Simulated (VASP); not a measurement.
# AlRu (Pm-3m) in VASP: notebook

Runs on AlRu. Level: PBEsol. Tasks: single point, relaxation of cell and atoms.

All numbers are computed with VASP 6.6.1; they aren't measurements. Logs are shortened: lines on timing, memory, paths and dates and some standing lists are left out, and cuts for length are marked.

### 1 The cell of the first run

Symmetry: Pm-3m, No. 221, cubic system. Conventional cell: a = 2.950 Å, b = 2.950 Å, c = 2.950 Å, α = 90.00°, β = 90.00°, γ = 90.00°. Al (site symmetry m-3m) has 8 Ru at 2.55 Å and 6 Al at 2.95 Å within 3.4 Å. Ru (site symmetry m-3m) has 8 Al at 2.55 Å and 6 Ru at 2.95 Å within 3.4 Å.

### 2 Single point, PBEsol

File INCAR:

```
SYSTEM = AlRu
PREC = Accurate
ENCUT = 500
EDIFF = 1E-6
ISMEAR = 0
SIGMA = 0.1
LREAL = .False.
LASPH = .True.
NELM = 120
ALGO = Normal
ISIF = 2
LWAVE = .False.
LCHARG = .False.
GGA = PS
NBANDS = 16
GGA_COMPAT = .False.
```

File KPOINTS:

```
Automatic mesh
0
Gamma
  6 6 6
  0 0 0
```

File POSCAR:

```
AlRu
1.0
    2.9496930202      0.0000000000      0.0000000000
    0.0000000000      2.9496930202      0.0000000000
    0.0000000000      0.0000000000      2.9496930202
Al Ru
1 1
Direct
    0.0000000000      0.0000000000      0.0000000000
    0.5000000000      0.5000000000      0.5000000000
```

Potentials or basis: VASP PAW PBE potentials, release 64 (Al, Ru_pv).

The run is started by

```sh
cat potpaw_PBE.64/Al/POTCAR potpaw_PBE.64/Ru_pv/POTCAR > POTCAR
mpirun -np 1 vasp_std > vasp.out
```

OUTCAR:

```text
SYSTEM = AlRu
   PREC = Accurate
   ENCUT = 500
   EDIFF = 1E-6
   ISMEAR = 0
   LREAL = .False.
   LASPH = .True.
   NELM = 120
   ISIF = 2
   GGA = PS

 ion  position               nearest neighbor table
   1  0.000  0.000  0.000-   2 2.55   2 2.55   2 2.55   2 2.55   2 2.55   2 2.55   2 2.55   2 2.55

   2  0.500  0.500  0.500-   1 2.55   1 2.55   1 2.55   1 2.55   1 2.55   1 2.55   1 2.55   1 2.55

  LATTYP: Found a simple cubic cell.
 ALAT       =     2.9496930202

  Lattice vectors:

 A1 = (   2.9496930202,   0.0000000000,   0.0000000000)
 A2 = (   0.0000000000,   2.9496930202,   0.0000000000)
 A3 = (   0.0000000000,   0.0000000000,   2.9496930202)

Analysis of symmetry for initial positions (statically):
=====================================================================
 Subroutine PRICEL returns:
 Original cell was already a primitive cell.

 Routine SETGRP: Setting up the symmetry group for a
 simple cubic supercell.

 Subroutine GETGRP returns: Found 48 space group operations
 (whereof 48 operations were pure point group operations)
 out of a pool of 48 trial point group operations.

The static configuration has the point symmetry O_h .

Analysis of symmetry for dynamics (positions and initial velocities):
=====================================================================
 Subroutine PRICEL returns:
 Original cell was already a primitive cell.

 Routine SETGRP: Setting up the symmetry group for a
 simple cubic supercell.

 Subroutine GETGRP returns: Found 48 space group operations
 (whereof 48 operations were pure point group operations)
 out of a pool of 48 trial point group operations.

The dynamic configuration has the point symmetry O_h .

 Subroutine INISYM returns: Found 48 space group operations
 (whereof 48 operations are pure point group operations),
 and found     1 'primitive' translations

----------------------------------------------------------------------------------------

                                     Primitive cell

  volume of cell :      25.6644

  direct lattice vectors                    reciprocal lattice vectors
     2.949693020  0.000000000  0.000000000     0.339018329  0.000000000  0.000000000
     0.000000000  2.949693020  0.000000000     0.000000000  0.339018329  0.000000000
     0.000000000  0.000000000  2.949693020     0.000000000  0.000000000  0.339018329

  length of vectors
     2.949693020  2.949693020  2.949693020     0.339018329  0.339018329  0.339018329

[... 74 lines left out ...]
   NELM   =    120;   NELMIN=  2; NELMDL= -5     # of ELM steps
   EDIFF  = 0.1E-05   stopping-criterion for ELM
   LREAL  =      F    real-space projection
   EDIFFG = 0.1E-04   stopping-criterion for IOM
   NSW    =      0    number of steps for IOM
   IBRION =     -1    ionic relax: 0-MD 1-quasi-New 2-CG
   NFREE  =      0    steps in history (QN), initial steepest desc. (CG)
   ISIF   =      2    stress and relaxation
   ISYM   =      2    0-nonsym 1-usesym 2-fastsym
   POTIM  = 0.5000    time-step for ionic-motion
   TEBEG  =    0.0;   TEEND  =   0.0 temperature during run
   PSTRESS=    0.0 pullay stress
   NELECT =      17.0000    total number of electrons
   NUPDOWN=      -1.0000    fix difference up-down
   EMIN   =  10.00;   EMAX   =-10.00  energy-range for DOS
   EFERMI =   0.00;   METHOD = LEGACY
   ISMEAR =     0;   SIGMA  =   0.10  broadening in eV -4-tet -1-fermi 0-gaus
   EFERMI_NEDOS =   21; number of points for ismear=-14 and -15
   IALGO  =     38    algorithm
   IMIX   =      4    mixing-type and parameters
     AMIX     =   0.40;   BMIX     =  1.00
     AMIX_MAG =   1.60;   BMIX_MAG =  1.00
  volume/ion in A,a.u.               =      12.83        86.60
  Fermi-wavevector in a.u.,A,eV,Ry     =   1.427078  2.696786 27.708959  2.036551
  Thomas-Fermi vector in A             =   2.547286
   LORBIT       =      0    0 simple, 1 ext, 2 COOP (PROOUT), +10 PAW based schemes
   GGA     = PS    functional components
   LHFCALC =     F    Hartree Fock is set to
   AEXX    =    0.0000 exact exchange contribution
   IVDW    =     0    specifies the selected vdW correction
   LEPSILON=     F    determine dielectric tensor
   LRPA    =     F    only Hartree local field effects (RPA)
 non-spin polarized calculation
 Gauss-broadening in eV      SIGMA  =   0.10
  energy-cutoff  :      500.00
  volume of cell :       25.66
 maximum number of plane-waves:       672
 NGX is ok and might be reduce to    24
   NGX = 11   NGY = 11   NGZ = 11

 number of electron      16.9999999 magnetization

 Free energy of the ion-electron system (eV)
  ---------------------------------------------------
  ext. energy  EPLUGINS =         0.00000000
  ---------------------------------------------------
  free energy    TOTEN  =       -15.51177413 eV

  energy without entropy =      -15.49992964  energy(sigma->0) =      -15.50585189

 E-fermi :  11.0653     XC(G=0): -12.9089

 val. band max:       10.9996995828   @ k =   0.1667   0.1667   0.0000
 cond. band min:      11.0689705473   @ k =   0.3333   0.1667   0.0000
 fundamental gap:      0.0692709645
 Fermi energy:        11.0652584332

 k-point     1 :       0.0000    0.0000    0.0000
  band No.  band energies     occupation
      1     -30.5336      2.00000
      2     -30.5336      2.00000
      3     -30.5336      2.00000
      4       1.2692      2.00000
      5       7.3860      2.00000
      6       7.3860      2.00000
[... 357 lines left out ...]
      3     -30.7208      2.00000
      4       6.3205      2.00000
      5       6.3205      2.00000
      6       6.3205      2.00000
[... 8 lines left out ...]
     15      20.1706      0.00000
     16      23.1117      0.00000

------------------------ aborting loop because EDIFF is reached ----------------------------------------

  FORCE on cell =-STRESS in cart. coord.  units (eV):
  Direction    XX          YY          ZZ          XY          YZ          ZX
  --------------------------------------------------------------------------------------
  -------------------------------------------------------------------------------------
  Total        1.0090781      1.0090781      1.0090781      0.0000000      0.0000000     -0.0000000
  in kB       62.9948301     62.9948301     62.9948301      0.0000000      0.0000000     -0.0000000
  external PRESSURE =      62.9948301 kB  Pullay stress =       0.0000000 kB

 VOLUME and BASIS-vectors are now :
 -----------------------------------------------------------------------------
  energy-cutoff  :      500.00
  volume of cell :       25.66
      direct lattice vectors                 reciprocal lattice vectors
     2.949693020  0.000000000  0.000000000     0.339018329  0.000000000  0.000000000
     0.000000000  2.949693020  0.000000000     0.000000000  0.339018329  0.000000000
     0.000000000  0.000000000  2.949693020     0.000000000  0.000000000  0.339018329

 POSITION                                       TOTAL-FORCE (eV/Angst)
 -----------------------------------------------------------------------------------
      0.00000      0.00000      0.00000         0.000000      0.000000      0.000000
      1.47485      1.47485      1.47485         0.000000      0.000000      0.000000
 -----------------------------------------------------------------------------------
    total drift:                                0.000000     -0.000000     -0.000000

  FREE ENERGIE OF THE ION-ELECTRON SYSTEM (eV)
  ---------------------------------------------------
  free  energy   TOTEN  =       -15.5117741325 eV

  energy  without entropy=      -15.4999296412  energy(sigma->0) =      -15.50585189
```

Wall time 12 s (1 thread of Intel Xeon 8259CL, shared host); peak memory 0.14 GiB.

What came out:

- Free energy: -15.5118 eV
- Pressure: 6.3 GPa

Caveat: the PAW data sets were made with another functional, which shifts forces and pressure a little.

### 3 Single point, PBEsol

This run uses another cell than the first one, of 13.18 Å³/atom, 1.027 times its volume.

File INCAR:

```
PREC = Accurate ; ENCUT = 500
EDIFF = 1E-6 ; ISMEAR = 0
SIGMA = 0.1 ; LREAL = F
LASPH = T ; NELM = 120
ALGO = Normal ; ISIF = 2
LWAVE = F ; LCHARG = T
GGA = PS ; LELF = T
LVHAR = T ; NBANDS = 16
GGA_COMPAT = F
```

File KPOINTS:

```
regular mesh
0
Gamma
  14 14 14
```

File POSCAR:

```
AlRu
1.0
    2.9764257942      0.0000000000      0.0000000000
    0.0000000000      2.9764257942      0.0000000000
    0.0000000000      0.0000000000      2.9764257942
Al Ru
1 1
Direct
    0.0000000000      0.0000000000      0.0000000000
    0.5000000000      0.5000000000      0.5000000000
```

Potentials or basis: VASP PAW PBE potentials, release 64 (Al, Ru_pv).

The run is started by

```sh
cat potpaw_PBE.64/Al/POTCAR potpaw_PBE.64/Ru_pv/POTCAR > POTCAR
mpirun -np 1 vasp_std > vasp.out
```

It took 53 s on 1 thread of Intel Xeon 8259CL, shared host; peak memory 0.17 GiB.

The run converged. Its results:

- Free energy: -15.5184 eV
- Pressure: 0.1 GPa

Levels at points of the mesh, in eV from the Fermi level:
| k point | band 7 | band 8 | band 9 | band 10 | band 11 | band 12 |
| --- | --- | --- | --- | --- | --- | --- |
| (0.00, 0.00, 0.00) | 0.20 | 0.20 | 0.20 | 6.15 | 6.15 | 6.15 |
| (0.50, 0.00, 0.00) | -1.63 | -1.63 | 0.46 | 2.34 | 7.44 | 11.08 |
| (0.50, 0.50, 0.00) | -1.38 | -1.19 | -1.19 | 1.57 | 5.38 | 6.44 |
| (0.50, 0.50, 0.50) | 1.67 | 1.67 | 2.70 | 4.14 | 4.14 | 4.14 |

Caveat: the PAW data sets were made with another functional, which shifts forces and pressure a little.

### 4 Relaxation of cell and atoms, PBEsol

File INCAR:

```
PREC = Accurate ; ENCUT = 500
EDIFF = 1E-7 ; ISMEAR = 0
SIGMA = 0.1 ; LREAL = F
LASPH = T ; NELM = 120
ALGO = Normal ; ISIF = 3
LWAVE = F ; LCHARG = F
GGA = PS ; IBRION = 2
NSW = 80 ; EDIFFG = -0.01
GGA_COMPAT = F ; NELMIN = 4
```

KPOINTS is that of step 3.

File POSCAR:

```
AlRu
1.0
    2.9496930202      0.0000000000      0.0000000000
    0.0000000000      2.9496930202      0.0000000000
    0.0000000000      0.0000000000      2.9496930202
Al Ru
1 1
Direct
    0.0000000000      0.0000000000      0.0000000000
    0.5000000000      0.5000000000      0.5000000000
```

The run is started by

```sh
cat potpaw_PBE.64/Al/POTCAR potpaw_PBE.64/Ru_pv/POTCAR > POTCAR
mpirun -np 1 vasp_std > vasp.out
```

Run time: 1.7 min. Hardware: 1 thread of Intel Xeon 8259CL, shared host; peak memory 0.17 GiB.

It converged, with:

| Quantity | Value |
| --- | --- |
| Free energy | -15.5180 eV |
| Relaxed volume | 13.19 Å³/atom |
| Relaxed cell | a = 2.977 Å, b = 2.977 Å, c = 2.977 Å, α = 90.00°, β = 90.00°, γ = 90.00° |
| Space group after relaxing (to 0.05 Å) | Pm-3m (No. 221) |
| Energy gained by relaxing | 6.9 meV/atom |
| Ionic steps | 3 |
| Pressure after relaxing | -0.1 GPa |

Step by step:
```
step  energy change (eV)  largest force (eV/Å)  pressure (GPa)  volume (Å³)
   1              0.0000                0.0000            6.38        25.66
   2              0.0227                0.0000           -9.10        27.61
   3             -0.0138                0.0000           -0.07        26.38
```

Final structure:
```yaml
crystal:
  lattice:
    - [2.97704, 0.00000, 0.00000]
    - [0.00000, 2.97704, 0.00000]
    - [0.00000, 0.00000, 2.97704]
  atoms:
    - { symbol: Al, position: [0.00000, 0.00000, 0.00000] }
    - { symbol: Ru, position: [0.50000, 0.50000, 0.50000] }
```

Levels at points of the mesh, in eV from the Fermi level:
```tsv
k point	band 7	band 8	band 9	band 10	band 11	band 12
(0.00, 0.00, 0.00)	0.20	0.20	0.20	6.14	6.14	6.14
(0.50, 0.00, 0.00)	-1.63	-1.63	0.46	2.34	7.44	11.08
(0.50, 0.50, 0.00)	-1.38	-1.19	-1.19	1.57	5.37	6.43
(0.50, 0.50, 0.50)	1.67	1.67	2.69	4.14	4.14	4.14
```

Caveat: the PAW data sets were made with another functional, which shifts forces and pressure a little. Zero-point motion and thermal expansion aren't in these numbers.

### 5 The runs side by side

| task | cell | k mesh | gap on the mesh (eV) | pressure (GPa) |
| --- | --- | --- | --- | --- |
| single point | a = 2.950 Å, 2 atoms | 6 × 6 × 6 | none | 6.3 |
| single point | a = 2.976 Å, 2 atoms | 14 × 14 × 14 | none | 0.1 |
| relaxation of cell and atoms | relaxed from a = 2.950 Å, 2 atoms | 14 × 14 × 14 | none | -0.1 |

Alike in all rows: level PBEsol; potentials or basis VASP PAW PBE potentials, release 64 (Al, Ru_pv); no spin polarisation; cutoff (eV) 500; smearing gaussian 0.1 eV.

Caveats: the PAW data sets were made with another functional, which shifts forces and pressure a little.

Total energies depend on the potentials used, so only differences within one code and one set of settings carry meaning.
